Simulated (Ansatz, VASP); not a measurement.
# Two plane-wave programs on MgH2

File INCAR:

```
  PREC = Accurate
  ENCUT = 520
  EDIFF = 1E-8
  ISMEAR = 1
  SIGMA = 0.1
  LREAL = F
  LASPH = T
  NELM = 200
  ALGO = Normal
  ISIF = 2
  LWAVE = F
  LCHARG = F
  ISPIN = 2
  MAGMOM = 0 0 0
  LORBIT = 11
  GGA = B5
  ALDAX = 1.0
  AGGAX = 1.0
  AGGAC = 1.0
  ALDAC = 0.0
  LEFG = T
  NBANDS = 13
  GGA_COMPAT = F
```

KPOINTS

```
regular mesh
0
Gamma
  8 8 8
```

Contents of POSCAR:

```
MgH2
1.0
    0.0000000000      2.3810671667      2.3810671667
    2.3810671667      0.0000000000      2.3810671667
    2.3810671667      2.3810671667      0.0000000000
Mg H
1 2
Direct
    0.0000000000      0.0000000000      0.0000000000
    0.7500000000      0.7500000000      0.7500000000
    0.2500000000      0.2500000000      0.2500000000
```

Input for Ansatz:

```yaml
crystal:
  lattice:
    - [0.0, 2.3810671667, 2.3810671667]
    - [2.3810671667, 0.0, 2.3810671667]
    - [2.3810671667, 2.3810671667, 0.0]
  atoms:
    - { symbol: Mg, position: [0.0, 0.0, 0.0] }
    - { symbol: H, position: [0.75, 0.75, 0.75] }
    - { symbol: H, position: [0.25, 0.25, 0.25] }
basis:
  ecutwfc: 420
kpoints:
  mp_grid: { grid: [8, 8, 8] }
hamiltonian:
  xc: blyp
scf:
  occupations: { method: cold }
  max_iter: 50
output:
  forces: true
  stress: true
  eigenvalues: true
  efg: {}
magnetization:
  spin_polarized: true
```

Alike in both runs: task electric field gradients; functional BLYP; k mesh 8 × 8 × 8; collinear spin.

|  | VASP | Ansatz |
| --- | --- | --- |
| version | VASP 6.6.1 | Ansatz 0.2.0 |
| potentials or method | VASP PAW PBE potentials, release 64 (Mg, H), cutoff 520 eV | scalar-relativistic, plane waves, PAW |
| occupations | methfessel-paxton of order 1, width 0.1 eV | cold |
| valence electrons in the cell | 4 | 12 |

|  | VASP | Ansatz | Ansatz less VASP |
| --- | --- | --- | --- |
| gap on the k mesh at the Fermi level (eV) | none | none | - |
| pressure (GPa) | 0.2 | 0.6 | +0.38 |
| net moment per atom (μB) | 0.00 | 0.00 | 0.000 |

VASP's potentials were made for PBE, not for BLYP. A gap of «none» marks a metal or a gap that the smearing closes. VASP's potentials hold 4 valence electrons a cell and Ansatz's 12, so a difference there can come from the potentials and not from the codes. Ansatz's warnings: no starting moments, stability check not made.
